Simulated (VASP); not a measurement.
# Zn3GeN (P4mm) in VASP: further runs

The runs below take Zn3GeN through single point, relaxation of cell and atoms, with PBE.

Program: VASP 6.6.1. These are calculated values, not measurements. Logs are shortened: lines on timing, memory, paths and dates and some standing lists are left out, and cuts for length are marked.

### 1 The cell of the first run

Symmetry: P4mm, No. 99, tetragonal system. The conventional cell has a = 3.676 Å, b = 3.676 Å, c = 5.899 Å, α = 90.00°, β = 90.00°, γ = 90.00°. Zn (site symmetry 2mm) has 2 N at 2.05 Å and 4 Zn at 2.60 Å and 2 Ge at 2.77 Å within 2.8 Å. Zn (site symmetry 4mm) has 1 N at 1.97 Å within 2.6 Å. Ge (site symmetry 4mm) has 8 Zn at 2.77 Å and 4 Ge at 3.68 Å within 3.7 Å. N (site symmetry 4mm) has 5 Zn at 1.97 to 2.05 Å within 2.6 Å.

The cell was generated, and may not be a known phase.

### 2 Single point, PBE

Input file INCAR:

```
  PREC = Accurate
  ENCUT = 520
  EDIFF = 1E-7
  ISMEAR = 0
  SIGMA = 0.1
  LREAL = False
  LASPH = True
  NELM = 60
  ALGO = Fast
  ISIF = 2
  LWAVE = False
  LCHARG = False
  GGA = PE
  NBANDS = 36
```

Input file KPOINTS:

```
Automatic mesh
0
Gamma
  10 10 6
```

Input file POSCAR:

```
Zn3GeN
1.0
    3.6763280828      0.0000000000      0.0000000000
    0.0000000000      3.6763280828      0.0000000000
    0.0000000000      0.0000000000      5.8988051953
Zn Ge N
3 1 1
Direct
    0.0000000000      0.5000000000      0.4962107259
    0.5000000000      0.5000000000      0.9842137038
    0.5000000000      0.0000000000      0.4962107259
    0.0000000000      0.0000000000      0.1458909478
    0.5000000000      0.5000000000      0.6500729165
```

Potentials or basis: VASP PAW PBE potentials, release 64 (Zn, Ge_d, N).

The run is started by

```console
$ cat potpaw_PBE.64/Zn/POTCAR potpaw_PBE.64/Ge_d/POTCAR potpaw_PBE.64/N/POTCAR > POTCAR
$ mpirun -np 1 vasp_std > vasp.out
```

OUTCAR:

```text
PREC = Accurate
   ENCUT = 520
   EDIFF = 1E-7
   ISMEAR = 0
   LREAL = False
   LASPH = True
   NELM = 60
   ISIF = 2
   GGA = PE

 ion  position               nearest neighbor table
   1  0.000  0.500  0.496-   5 2.05   5 2.05   3 2.60   3 2.60   3 2.60   3 2.60   4 2.77   4 2.77

   2  0.500  0.500  0.984-   5 1.97   4 2.77   4 2.77   4 2.77   4 2.77
   3  0.500  0.000  0.496-   5 2.05   5 2.05   1 2.60   1 2.60   1 2.60   1 2.60   4 2.77   4 2.77

   4  0.000  0.000  0.146-   1 2.77   3 2.77   1 2.77   3 2.77   2 2.77   2 2.77   2 2.77   2 2.77

   5  0.500  0.500  0.650-   2 1.97   1 2.05   3 2.05   3 2.05   1 2.05

  LATTYP: Found a simple tetragonal cell.
 ALAT       =     3.6763280828
 C/A-ratio  =     1.6045372074

  Lattice vectors:

 A1 = (   3.6763280828,   0.0000000000,   0.0000000000)
 A2 = (   0.0000000000,   3.6763280828,   0.0000000000)
 A3 = (   0.0000000000,   0.0000000000,   5.8988051953)

Analysis of symmetry for initial positions (statically):
=====================================================================
 Subroutine PRICEL returns:
 Original cell was already a primitive cell.

 Routine SETGRP: Setting up the symmetry group for a
 simple tetragonal supercell.

 Subroutine GETGRP returns: Found  8 space group operations
 (whereof  8 operations were pure point group operations)
 out of a pool of 16 trial point group operations.

The static configuration has the point symmetry C_4v.

Analysis of symmetry for dynamics (positions and initial velocities):
=====================================================================
 Subroutine PRICEL returns:
 Original cell was already a primitive cell.

 Routine SETGRP: Setting up the symmetry group for a
 simple tetragonal supercell.

 Subroutine GETGRP returns: Found  8 space group operations
 (whereof  8 operations were pure point group operations)
 out of a pool of 16 trial point group operations.

The dynamic configuration has the point symmetry C_4v.

 Subroutine INISYM returns: Found  8 space group operations
 (whereof  8 operations are pure point group operations),
 and found     1 'primitive' translations

----------------------------------------------------------------------------------------

                                     Primitive cell

  volume of cell :      79.7246

  direct lattice vectors                    reciprocal lattice vectors
     3.676328083  0.000000000  0.000000000     0.272010544  0.000000000  0.000000000
     0.000000000  3.676328083  0.000000000     0.000000000  0.272010544  0.000000000
     0.000000000  0.000000000  5.898805195     0.000000000  0.000000000  0.169525856

  length of vectors
     3.676328083  3.676328083  5.898805195     0.272010544  0.272010544  0.169525856

  position of ions in fractional coordinates (direct lattice)
     0.000000000  0.500000000  0.496210726
     0.500000000  0.500000000  0.984213704
     0.500000000  0.000000000  0.496210726
     0.000000000  0.000000000  0.145890948
     0.500000000  0.500000000  0.650072917

  ion indices of the primitive-cell ions
   primitive index   ion index
                 1           1
                 2           2
                 3           3
                 4           4
                 5           5

----------------------------------------------------------------------------------------

 KPOINTS: Automatic mesh

Automatic generation of k-mesh.
 Grid dimensions read from file:
 generate k-points for:   10   10    6

 Generating k-lattice:

  Cartesian coordinates                     Fractional coordinates (reciprocal lattice)
     0.027201054  0.000000000  0.000000000     0.100000000  0.000000000  0.000000000
     0.000000000  0.027201054  0.000000000     0.000000000  0.100000000  0.000000000
     0.000000000  0.000000000  0.028254309     0.000000000  0.000000000  0.166666667

  Length of vectors
     0.027201054  0.027201054  0.028254309

  Shift w.r.t. Gamma in fractional coordinates (k-lattice)
     0.000000000  0.000000000  0.000000000

 Subroutine IBZKPT returns following result:
 ===========================================

 Found     84 irreducible k-points:

 Following reciprocal coordinates:
            Coordinates               Weight
  0.000000  0.000000  0.000000      1.000000
  0.100000  0.000000  0.000000      4.000000
  0.200000  0.000000  0.000000      4.000000
  0.300000  0.000000  0.000000      4.000000
  0.400000  0.000000  0.000000      4.000000
  0.500000  0.000000  0.000000      2.000000
[... 16 lines left out ...]
  0.100000  0.000000  0.166667      8.000000
  0.200000  0.000000  0.166667      8.000000
 [... further k-points ...]
   k-points           NKPTS =     84   k-points in BZ     NKDIM =     84   number of bands    NBANDS=     36
   number of dos      NEDOS =    301   number of ions     NIONS =      5
   total plane-waves  NPLWV =  37632
   dimension x,y,z NGX =    28 NGY =   28 NGZ =   48
   dimension x,y,z NGXF=    56 NGYF=   56 NGZF=   96
   ions per type =               3   1   1
   NGX,Y,Z   is equivalent  to a cutoff of  12.66, 12.66, 13.53 a.u.
   NGXF,Y,Z  is equivalent  to a cutoff of  25.32, 25.32, 27.06 a.u.
 SYSTEM =  unknown system
   PREC   = accura    normal or accurate (medium, high low for compatibility)
   ISTART =      0    job   : 0-new  1-cont  2-samecut
   ICHARG =      2    charge: 1-file 2-atom 10-const
   ISPIN  =      1    spin polarized calculation?
   LNONCOLLINEAR =      F non collinear calculations
   LSORBIT =      F    spin-orbit coupling
   LASPH  =      T    aspherical Exc in radial PAW
   ENCUT  =  520.0 eV  38.22 Ry    6.18 a.u.   6.84  6.84 10.97*2*pi/ulx,y,z
   NELM   =     60;   NELMIN=  2; NELMDL= -5     # of ELM steps
   EDIFF  = 0.1E-06   stopping-criterion for ELM
   LREAL  =      F    real-space projection
   EDIFFG = 0.1E-05   stopping-criterion for IOM
   NSW    =      0    number of steps for IOM
   IBRION =     -1    ionic relax: 0-MD 1-quasi-New 2-CG
   NFREE  =      0    steps in history (QN), initial steepest desc. (CG)
   ISIF   =      2    stress and relaxation
   ISYM   =      2    0-nonsym 1-usesym 2-fastsym
   POTIM  = 0.5000    time-step for ionic-motion
   TEBEG  =    0.0;   TEEND  =   0.0 temperature during run
   PSTRESS=    0.0 pullay stress
   NELECT =      55.0000    total number of electrons
   NUPDOWN=      -1.0000    fix difference up-down
   EMIN   =  10.00;   EMAX   =-10.00  energy-range for DOS
   EFERMI =   0.00;   METHOD = LEGACY
   ISMEAR =     0;   SIGMA  =   0.10  broadening in eV -4-tet -1-fermi 0-gaus
   EFERMI_NEDOS =   21; number of points for ismear=-14 and -15
   IALGO  =     68    algorithm
   IMIX   =      4    mixing-type and parameters
     AMIX     =   0.40;   BMIX     =  1.00
     AMIX_MAG =   1.60;   BMIX_MAG =  1.00
  volume/ion in A,a.u.               =      15.94       107.60
  Fermi-wavevector in a.u.,A,eV,Ry     =   1.446544  2.733571 28.470034  2.092488
  Thomas-Fermi vector in A             =   2.564600
   LORBIT       =      0    0 simple, 1 ext, 2 COOP (PROOUT), +10 PAW based schemes
   GGA     = PE    functional components
   LHFCALC =     F    Hartree Fock is set to
   AEXX    =    0.0000 exact exchange contribution
   IVDW    =     0    specifies the selected vdW correction
   LEPSILON=     F    determine dielectric tensor
   LRPA    =     F    only Hartree local field effects (RPA)
 non-spin polarized calculation
 RMM-DIIS sequential band-by-band and
 Gauss-broadening in eV      SIGMA  =   0.10
  energy-cutoff  :      520.00
  volume of cell :       79.72
 maximum number of plane-waves:      2196
 NGX is ok and might be reduce to    28
   NGX = 13   NGY = 13   NGZ = 21

 number of electron      55.0000011 magnetization

 Free energy of the ion-electron system (eV)
  ---------------------------------------------------
  ext. energy  EPLUGINS =         0.00000000
  ---------------------------------------------------
  free energy    TOTEN  =       -15.21387955 eV

  energy without entropy =      -15.20970084  energy(sigma->0) =      -15.21179020

 E-fermi :   3.3841     XC(G=0): -10.7633

 val. band max:        3.3651746636   @ k =   0.5000   0.4000   0.3333
 cond. band min:       3.4112785941   @ k =   0.1000   0.1000   0.1667
 fundamental gap:      0.0461039304
 Fermi energy:         3.3840907628

 k-point     1 :       0.0000    0.0000    0.0000
  band No.  band energies     occupation
      1     -20.9860      2.00000
      2     -20.9800      2.00000
      3     -20.9503      2.00000
      4     -20.9503      2.00000
      5     -20.9383      2.00000
      6     -12.0915      2.00000
[... 28 lines left out ...]
     35      11.2740      0.00000
     36      12.0598      0.00000

 k-point     2 :       0.1000    0.0000    0.0000
  band No.  band energies     occupation
      1     -20.9850      2.00000
      2     -20.9804      2.00000
      3     -20.9508      2.00000
      4     -20.9503      2.00000
      5     -20.9379      2.00000
      6     -12.0560      2.00000
[... 28 lines left out ...]
     35      11.4367      0.00000
     36      12.0465      0.00000

 k-point     3 :       0.2000    0.0000    0.0000
  band No.  band energies     occupation
      1     -20.9824      2.00000
      2     -20.9814      2.00000
      3     -20.9520      2.00000
      4     -20.9503      2.00000
      5     -20.9369      2.00000
      6     -11.9609      2.00000
[... 28 lines left out ...]
     35      11.6732      0.00000
     36      11.9928      0.00000
[... 742 lines left out ...]
 k-point    23 :       0.1000    0.0000    0.1667
  band No.  band energies     occupation
      1     -20.9850      2.00000
      2     -20.9804      2.00000
      3     -20.9508      2.00000
      4     -20.9503      2.00000
      5     -20.9379      2.00000
      6     -12.0476      2.00000
[... 28 lines left out ...]
     35      10.6103      0.00000
     36      11.6098      0.00000

 k-point    24 :       0.2000    0.0000    0.1667
  band No.  band energies     occupation
      1     -20.9824      2.00000
      2     -20.9814      2.00000
      3     -20.9520      2.00000
      4     -20.9503      2.00000
      5     -20.9368      2.00000
      6     -11.9536      2.00000
[... 28 lines left out ...]
     35      10.9989      0.00000
     36      11.4161      0.00000

 [... further k-points ...]
[... 5 lines left out ...]
  --------------------------------------------------------------------------------------
  -------------------------------------------------------------------------------------
  Total        0.2053775      0.2053775      0.2318550      0.0000000      0.0000000      0.0000000
  in kB        4.1273466      4.1273466      4.6594480      0.0000000      0.0000000      0.0000000
  external PRESSURE =       4.3047137 kB  Pullay stress =       0.0000000 kB

 VOLUME and BASIS-vectors are now :
 -----------------------------------------------------------------------------
  energy-cutoff  :      520.00
  volume of cell :       79.72
      direct lattice vectors                 reciprocal lattice vectors
     3.676328083  0.000000000  0.000000000     0.272010544  0.000000000  0.000000000
     0.000000000  3.676328083  0.000000000     0.000000000  0.272010544  0.000000000
     0.000000000  0.000000000  5.898805195     0.000000000  0.000000000  0.169525856

 POSITION                                       TOTAL-FORCE (eV/Angst)
 -----------------------------------------------------------------------------------
      0.00000      1.83816      2.92705         0.000000      0.000000     -0.029513
      1.83816      1.83816      5.80568         0.000000      0.000000      0.052279
      1.83816      0.00000      2.92705         0.000000      0.000000     -0.029513
      0.00000      0.00000      0.86058         0.000000      0.000000     -0.010213
      1.83816      1.83816      3.83465         0.000000     -0.000000      0.016959
 -----------------------------------------------------------------------------------
    total drift:                                0.000000      0.000000      0.000023

  FREE ENERGIE OF THE ION-ELECTRON SYSTEM (eV)
  ---------------------------------------------------
  free  energy   TOTEN  =       -15.2138795541 eV

  energy  without entropy=      -15.2097008416  energy(sigma->0) =      -15.21179020
```

Wall time 5.8 min (1 thread of Oxide Virtual Turin-like, shared host); peak memory 0.31 GiB.

What came out:

* Free energy: -15.2139 eV
* Pressure: 0.4 GPa
* Largest force: 0.052 eV/Å
* Band gap on the k mesh: zero (an odd number of electrons rules out a gap without spin polarisation)

Forces in eV/Å, atoms in the order of the input:
```
Zn   0.000  0.000 -0.030
Zn   0.000  0.000  0.052
Zn   0.000  0.000 -0.030
Ge   0.000  0.000 -0.010
N    0.000  0.000  0.017
```

[end of part 1 of 2]

The gap in the log of VASP goes by the Fermi energy; the results here count the filled bands.